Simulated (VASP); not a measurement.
A run of VASP 6.6.1 is set up as follows.

The input INCAR:

```
SYSTEM = BaO
PREC     = Accurate       ! precision mode
ENCUT    = 600            ! plane-wave cutoff, eV
EDIFF    = 1E-7           ! SCF threshold, eV
ISMEAR   = 0              ! smearing method
SIGMA    = 0.01           ! smearing width, eV
LREAL    = .False.        ! projectors in reciprocal space
LASPH    = .True.         ! aspherical terms in the spheres
NELM     = 120            ! most SCF steps
ALGO     = Normal         ! electronic algorithm
ISIF     = 3              ! what is computed and relaxed
LWAVE    = .False.        ! write WAVECAR
LCHARG   = .False.        ! write CHGCAR
GGA      = PE             ! functional
IBRION   = 2              ! ionic algorithm
NSW      = 60             ! ionic steps
EDIFFG   = -0.02          ! ionic threshold
GGA_COMPAT= .False.      
NELMIN   = 4
```

KPOINTS

```
Automatic mesh
0
Gamma
  4 4 4
  0 0 0
```

The input POSCAR:

```
BaO
1.0
    0.0000000000      2.7500000000      2.7500000000
    2.7500000000      0.0000000000      2.7500000000
    2.7500000000      2.7500000000      0.0000000000
Ba O
1 1
Direct
    0.0000000000      0.0000000000      0.0000000000
    0.5000000000      0.5000000000      0.5000000000
```

Potentials or basis: VASP PAW PBE potentials, release 64 (Ba_sv, O).

Launch:

```bash
$ cat potpaw_PBE.64/Ba_sv/POTCAR potpaw_PBE.64/O/POTCAR > POTCAR
$ mpirun -np 1 vasp_std > vasp.out
```

Task: What does it give for the space group after relaxing (to 0.05 Å)?

Result: Fm-3m (No. 225).

Task: Estimate the band gap on the k mesh.

Result: 2.10 eV, direct.

Task: What does it give for the relaxed volume?

Result: 22.12 Å³/atom.

Task: Estimate the relaxed cell.

Result: a = 3.970 Å, b = 3.970 Å, c = 3.970 Å, α = 60.00°, β = 60.00°, γ = 60.00°.

The path:
```csv
step,energy change (eV),largest force (eV/Å),pressure (GPa),volume (Å³)
1,0.0000,0.0000,4.83,41.59
2,-0.0305,0.0000,-1.76,45.48
3,-0.0376,0.0000,0.01,44.23
```

Caveat: the k points lie up to 0.48 Å⁻¹ apart in the final cell; spin-orbit coupling is left out, which moves the levels of the heavy elements. As with any semilocal functional, this PBE gap is likely too small.
